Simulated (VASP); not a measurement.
# ZrB in VASP: notebook

Aim: see how the results for ZrB move with the level of theory and the settings. Levels: r2SCAN, LDA, PBE0. Tasks: single point.

Program: VASP 6.6.1. These are calculated values, not measurements. Logs are shortened: lines on timing, memory, paths and dates and some standing lists are left out, and cuts for length are marked.

### 1 The cell of the first run

Symmetry: Fm-3m, No. 225, cubic system. The conventional cell has a = 4.681 Å, b = 4.681 Å, c = 4.681 Å, α = 90.00°, β = 90.00°, γ = 90.00°. Within 3.1 Å of Zr (site symmetry m-3m) lie 6 B at 2.34 Å. Within 3.1 Å of B (site symmetry m-3m) lie 6 Zr at 2.34 Å.

### 2 Single point, r2SCAN, collinear spin

Contents of POSCAR:

```
ZrB
1.0
    0.0000000000      2.3403977997      2.3403977997
    2.3403977997      0.0000000000      2.3403977997
    2.3403977997      2.3403977997      0.0000000000
Zr B
1 1
Direct
    0.0000000000      0.0000000000      0.0000000000
    0.5000000000      0.5000000000      0.5000000000
```

Contents of INCAR.step1:

```
ALGO = Normal
EDIFF = 1E-4
ENCUT = 520
GGA = PE
ISMEAR = 0
ISPIN = 2
LASPH = T
LCHARG = F
LMAXMIX = 4
LREAL = F
LWAVE = T
MAGMOM = 0.5 0
NBANDS = 18
NELM = 150
PREC = Accurate
SIGMA = 0.025
```

Contents of INCAR.step2:

```
ALGO = Normal
EDIFF = 1E-7
ENCUT = 520
ISIF = 2
ISMEAR = 0
ISPIN = 2
ISTART = 1
LASPH = T
LCHARG = T
LELF = T
LMAXMIX = 4
LMIXTAU = T
LORBIT = 11
LREAL = F
LVHAR = T
LWAVE = F
MAGMOM = 0.5 0
METAGGA = R2SCAN
NBANDS = 18
NELM = 150
PREC = Accurate
SIGMA = 0.025
```

Contents of KPOINTS:

```
k-points
0
Gamma
  10 10 10
```

Potentials or basis: VASP PAW PBE potentials, release 64 (Zr_sv, B).

Run with:

```
> cat potpaw_PBE.64/Zr_sv/POTCAR potpaw_PBE.64/B/POTCAR > POTCAR
> cp INCAR.step1 INCAR
> mpirun -np 1 vasp_std > vasp.out
> cp INCAR.step2 INCAR
> mpirun -np 1 vasp_std > vasp.out
```

OUTCAR:

```text
EDIFF = 1E-7
   ENCUT = 520
   ISIF = 2
   ISMEAR = 0
   ISPIN = 2
   ISTART = 1
   LASPH = T
   LORBIT = 11
   LREAL = F
   METAGGA = R2SCAN
   NELM = 150
   PREC = Accurate

 ion  position               nearest neighbor table
   1  0.000  0.000  0.000-   2 2.34   2 2.34   2 2.34   2 2.34   2 2.34   2 2.34
   2  0.500  0.500  0.500-   1 2.34   1 2.34   1 2.34   1 2.34   1 2.34   1 2.34

  LATTYP: Found a face centered cubic cell.
 ALAT       =     4.6807955994

  Lattice vectors:

 A1 = (   0.0000000000,   2.3403977997,   2.3403977997)
 A2 = (   2.3403977997,   0.0000000000,   2.3403977997)
 A3 = (   2.3403977997,   2.3403977997,   0.0000000000)

Analysis of symmetry for initial positions (statically):
=====================================================================
 Subroutine PRICEL returns:
 Original cell was already a primitive cell.

 Routine SETGRP: Setting up the symmetry group for a
 face centered cubic supercell.

 Subroutine GETGRP returns: Found 48 space group operations
 (whereof 48 operations were pure point group operations)
 out of a pool of 48 trial point group operations.

The static configuration has the point symmetry O_h .

Analysis of symmetry for dynamics (positions and initial velocities):
=====================================================================
 Subroutine PRICEL returns:
 Original cell was already a primitive cell.

 Routine SETGRP: Setting up the symmetry group for a
 face centered cubic supercell.

 Subroutine GETGRP returns: Found 48 space group operations
 (whereof 48 operations were pure point group operations)
 out of a pool of 48 trial point group operations.

The dynamic configuration has the point symmetry O_h .

Analysis of structural, dynamic, and magnetic symmetry:
=====================================================================
 Subroutine PRICEL returns:
 Original cell was already a primitive cell.

 Routine SETGRP: Setting up the symmetry group for a
 face centered cubic supercell.

 Subroutine GETGRP returns: Found 48 space group operations
 (whereof 48 operations were pure point group operations)
 out of a pool of 48 trial point group operations.

The overall configuration has the point symmetry O_h .

 Subroutine INISYM returns: Found 48 space group operations
 (whereof 48 operations are pure point group operations),
 and found     1 'primitive' translations

----------------------------------------------------------------------------------------

                                     Primitive cell

  volume of cell :      25.6389

  direct lattice vectors                    reciprocal lattice vectors
     0.000000000  2.340397800  2.340397800    -0.213638895  0.213638895  0.213638895
     2.340397800  0.000000000  2.340397800     0.213638895 -0.213638895  0.213638895
     2.340397800  2.340397800  0.000000000     0.213638895  0.213638895 -0.213638895

  length of vectors
     3.309822310  3.309822310  3.309822310     0.370033421  0.370033421  0.370033421

  position of ions in fractional coordinates (direct lattice)
     0.000000000  0.000000000  0.000000000
     0.500000000  0.500000000  0.500000000

  ion indices of the primitive-cell ions
   primitive index   ion index
                 1           1
                 2           2

----------------------------------------------------------------------------------------

 KPOINTS: k-points

Automatic generation of k-mesh.
 Grid dimensions read from file:
 generate k-points for:   10   10   10

 Generating k-lattice:

  Cartesian coordinates                     Fractional coordinates (reciprocal lattice)
    -0.021363890  0.021363890  0.021363890     0.100000000  0.000000000  0.000000000
     0.021363890 -0.021363890  0.021363890     0.000000000  0.100000000  0.000000000
     0.021363890  0.021363890 -0.021363890     0.000000000  0.000000000  0.100000000

  Length of vectors
     0.037003342  0.037003342  0.037003342

  Shift w.r.t. Gamma in fractional coordinates (k-lattice)
     0.000000000  0.000000000  0.000000000

 Subroutine IBZKPT returns following result:
 ===========================================

 Found     47 irreducible k-points:

 Following reciprocal coordinates:
            Coordinates               Weight
  0.000000  0.000000  0.000000      1.000000
  0.100000  0.000000  0.000000      8.000000
  0.200000  0.000000  0.000000      8.000000
  0.300000  0.000000  0.000000      8.000000
  0.400000  0.000000  0.000000      8.000000
  0.500000  0.000000  0.000000      4.000000
[... 16 lines left out ...]
  0.300000  0.300000  0.000000      6.000000
  0.400000  0.300000  0.000000     24.000000
 [... further k-points ...]
   k-points           NKPTS =     47   k-points in BZ     NKDIM =     47   number of bands    NBANDS=     18
   number of dos      NEDOS =    301   number of ions     NIONS =      2
   total plane-waves  NPLWV =  21952
   dimension x,y,z NGX =    28 NGY =   28 NGZ =   28
   dimension x,y,z NGXF=    56 NGYF=   56 NGZF=   56
   ions per type =               1   1
   NGX,Y,Z   is equivalent  to a cutoff of  14.06, 14.06, 14.06 a.u.
   NGXF,Y,Z  is equivalent  to a cutoff of  28.13, 28.13, 28.13 a.u.
 SYSTEM =  unknown system
   PREC   = accura    normal or accurate (medium, high low for compatibility)
   ISTART =      1    job   : 0-new  1-cont  2-samecut
   ICHARG =      0    charge: 1-file 2-atom 10-const
   ISPIN  =      2    spin polarized calculation?
   LNONCOLLINEAR =      F non collinear calculations
   LSORBIT =      F    spin-orbit coupling
   LASPH  =      T    aspherical Exc in radial PAW
   ENCUT  =  520.0 eV  38.22 Ry    6.18 a.u.   6.15  6.15  6.15*2*pi/ulx,y,z
   NELM   =    150;   NELMIN=  2; NELMDL=  0     # of ELM steps
   EDIFF  = 0.1E-06   stopping-criterion for ELM
   LREAL  =      F    real-space projection
   EDIFFG = 0.1E-05   stopping-criterion for IOM
   NSW    =      0    number of steps for IOM
   IBRION =     -1    ionic relax: 0-MD 1-quasi-New 2-CG
   NFREE  =      0    steps in history (QN), initial steepest desc. (CG)
   ISIF   =      2    stress and relaxation
   ISYM   =      2    0-nonsym 1-usesym 2-fastsym
   POTIM  = 0.5000    time-step for ionic-motion
   TEBEG  =    0.0;   TEEND  =   0.0 temperature during run
   PSTRESS=    0.0 pullay stress
   NELECT =      15.0000    total number of electrons
   NUPDOWN=      -1.0000    fix difference up-down
   EMIN   =  10.00;   EMAX   =-10.00  energy-range for DOS
   EFERMI =   0.00;   METHOD = LEGACY
   ISMEAR =     0;   SIGMA  =   0.03  broadening in eV -4-tet -1-fermi 0-gaus
   EFERMI_NEDOS =   21; number of points for ismear=-14 and -15
   IALGO  =     38    algorithm
   IMIX   =      4    mixing-type and parameters
     AMIX     =   0.40;   BMIX     =  1.00
     AMIX_MAG =   1.60;   BMIX_MAG =  1.00
  volume/ion in A,a.u.               =      12.82        86.51
  Fermi-wavevector in a.u.,A,eV,Ry     =   1.369217  2.587445 25.507588  1.874755
  Thomas-Fermi vector in A             =   2.495112
   LORBIT       =     11    0 simple, 1 ext, 2 COOP (PROOUT), +10 PAW based schemes
   METAGGA = R2SCAN    functional components
   LHFCALC =     F    Hartree Fock is set to
   AEXX    =    0.0000 exact exchange contribution
   IVDW    =     0    specifies the selected vdW correction
   LEPSILON=     F    determine dielectric tensor
   LRPA    =     F    only Hartree local field effects (RPA)
 spin polarized calculation
 Gauss-broadening in eV      SIGMA  =   0.03
  energy-cutoff  :      520.00
  volume of cell :       25.64
 maximum number of plane-waves:       701
 NGX is ok and might be reduce to    28
   NGX = 13   NGY = 13   NGZ = 13

 number of electron      15.0000000 magnetization      -0.0000114

 Free energy of the ion-electron system (eV)
  ---------------------------------------------------
  ext. energy  EPLUGINS =         0.00000000
  ---------------------------------------------------
  free energy    TOTEN  =       -30.63097390 eV

  energy without entropy =      -30.63022836  energy(sigma->0) =      -30.63060113

 E-fermi :   8.8049     XC(G=0): -13.0346

 val. band max:        8.8029201540   @ k =  -0.2000   0.1000   0.0000
 cond. band min:       8.8372552954   @ k =   0.3000   0.2000   0.1000
 fundamental gap:      0.0343351414
 Fermi energy:         8.8049455283

 spin component 1

 k-point     1 :       0.0000    0.0000    0.0000
  band No.  band energies     occupation
      1     -39.6835      1.00000
      2     -16.7309      1.00000
      3     -16.7309      1.00000
      4     -16.7309      1.00000
      5      -0.0816      1.00000
      6      10.9703      0.00000
[... 10 lines left out ...]
     17      33.0640      0.00000
     18      33.0640      0.00000
[... 463 lines left out ...]
 k-point    24 :       0.4000    0.3000    0.0000
  band No.  band energies     occupation
      1     -39.5557      1.00000
      2     -17.4229      1.00000
      3     -17.0072      1.00000
      4     -16.9773      1.00000
      5       2.2004      1.00000
      6       6.9955      1.00000
[... 10 lines left out ...]
     17      27.0804      0.00000
     18      29.2848      0.00000

 [... further k-points ...]

 spin component 2

 k-point     1 :       0.0000    0.0000    0.0000
  band No.  band energies     occupation
      1     -39.6835      1.00000
      2     -16.7309      1.00000
      3     -16.7309      1.00000
      4     -16.7309      1.00000
      5      -0.0816      1.00000
      6      10.9703      0.00000
[... 10 lines left out ...]
     17      33.0640      0.00000
     18      33.0640      0.00000
[... 463 lines left out ...]
 k-point    24 :       0.4000    0.3000    0.0000
  band No.  band energies     occupation
      1     -39.5557      1.00000
      2     -17.4229      1.00000
      3     -17.0072      1.00000
      4     -16.9773      1.00000
      5       2.2003      1.00000
      6       6.9955      1.00000
[... 10 lines left out ...]
     17      27.0804      0.00000
     18      29.2848      0.00000

 [... further k-points ...]

------------------------ aborting loop because EDIFF is reached ----------------------------------------

  FORCE on cell =-STRESS in cart. coord.  units (eV):
  Direction    XX          YY          ZZ          XY          YZ          ZX
  --------------------------------------------------------------------------------------
  -------------------------------------------------------------------------------------
  Total        4.9715801      4.9715801      4.9715801     -0.0000000      0.0000000      0.0000000
  in kB      310.6747694    310.6747694    310.6747694     -0.0000000      0.0000000      0.0000000
  external PRESSURE =     310.6747694 kB  Pullay stress =       0.0000000 kB

 VOLUME and BASIS-vectors are now :
 -----------------------------------------------------------------------------
  energy-cutoff  :      520.00
  volume of cell :       25.64
      direct lattice vectors                 reciprocal lattice vectors
     0.000000000  2.340397800  2.340397800    -0.213638895  0.213638895  0.213638895
     2.340397800  0.000000000  2.340397800     0.213638895 -0.213638895  0.213638895
     2.340397800  2.340397800  0.000000000     0.213638895  0.213638895 -0.213638895

 POSITION                                       TOTAL-FORCE (eV/Angst)
 -----------------------------------------------------------------------------------
      0.00000      0.00000      0.00000         0.000000      0.000000      0.000000
      2.34040      2.34040      2.34040         0.000000      0.000000     -0.000000
 -----------------------------------------------------------------------------------
    total drift:                               -0.000000      0.000000      0.000000

  FREE ENERGIE OF THE ION-ELECTRON SYSTEM (eV)
  ---------------------------------------------------
  free  energy   TOTEN  =       -30.6309738995 eV

  energy  without entropy=      -30.6302283602  energy(sigma->0) =      -30.63060113

 total charge

# of ion       s       p       d       tot
------------------------------------------
    1        2.201   6.048   1.783  10.032
    2        0.821   1.106   0.000   1.927
--------------------------------------------------
tot          3.022   7.154   1.783  11.959

 magnetization (x)

# of ion       s       p       d       tot
------------------------------------------
    1        0.000  -0.000  -0.000  -0.000
    2       -0.000  -0.000   0.000  -0.000
--------------------------------------------------
tot         -0.000  -0.000  -0.000  -0.000
```

Wall time 6.3 min (1 thread of Intel Xeon 8259CL, shared host); peak memory 0.21 GiB.

What came out:

| Quantity | Value |
| --- | --- |
| Free energy | -30.6310 eV |
| Pressure | 31.1 GPa |
| Net moment | 0.00 μB per cell |
| Valence electrons inside the program's atomic spheres | Zr 10.03; B 1.93 |

Caveat: the cell stands under pressure; the PAW data sets were made with another functional, which shifts forces and pressure a little.

[end of part 1 of 2]
